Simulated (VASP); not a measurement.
Write the native input for VASP 6.6.1 that does the following.

```
Task                   : relaxation of the atoms
Functional             : PBE
Potentials or basis    : VASP PAW PBE potentials, release 64 (Mg, O)
Cutoff                 : 520 eV
k mesh                 : 10 × 10 × 10
Occupations            : gaussian, width 0.02 eV
Spin                   : no spin polarisation
Dipole correction      : no
Further INCAR settings : ALGO = Normal; EDIFF = 1e-07; IBRION = 2; EDIFFG = -0.002; NSW = 60
```

The structure of MgO (kpat) lies in POSCAR:

```
MgO
1.0
    0.0000000000      2.0803454603      2.0803454603
    2.0803454603      0.0000000000      2.0803454603
    2.0803454603      2.0803454603      0.0000000000
Mg O
1 1
Direct
    0.0000000000      0.0000000000      0.0000000000
    0.5000000000      0.5000000000      0.5000000000
```

This cell differs from its parent crystal: strained cell.

One way to write it, as run:

INCAR

```
SYSTEM = MgO
PREC = Accurate ; ENCUT = 520
EDIFF = 1E-7 ; ISMEAR = 0
SIGMA = 0.02 ; LREAL = .FALSE.
LASPH = .TRUE. ; NELM = 60
ALGO = Normal ; ISIF = 2
LWAVE = .FALSE. ; LCHARG = .FALSE.
GGA = PE ; IBRION = 2
NSW = 60 ; EDIFFG = -0.002
```

KPOINTS

```
Automatic mesh
0
G
  10 10 10
  0 0 0
```

Potentials or basis: VASP PAW PBE potentials, release 64 (Mg, O).

Run with:

```bash
$ cat potpaw_PBE.64/Mg/POTCAR potpaw_PBE.64/O/POTCAR > POTCAR
$ mpirun -np 1 vasp_std > vasp.out
```

Results of the run:

- Pressure after relaxing: 10.6 GPa
- Band gap on the k mesh: 5.09 eV, direct

Caveat: the cell differs from its parent crystal (strained cell); the relaxation stopped at its first step, so nothing moved.

Run time: 7 s on 1 thread of AMD EPYC 9R14 (Zen 4), with other jobs on the host, peak memory 0.11 GiB.
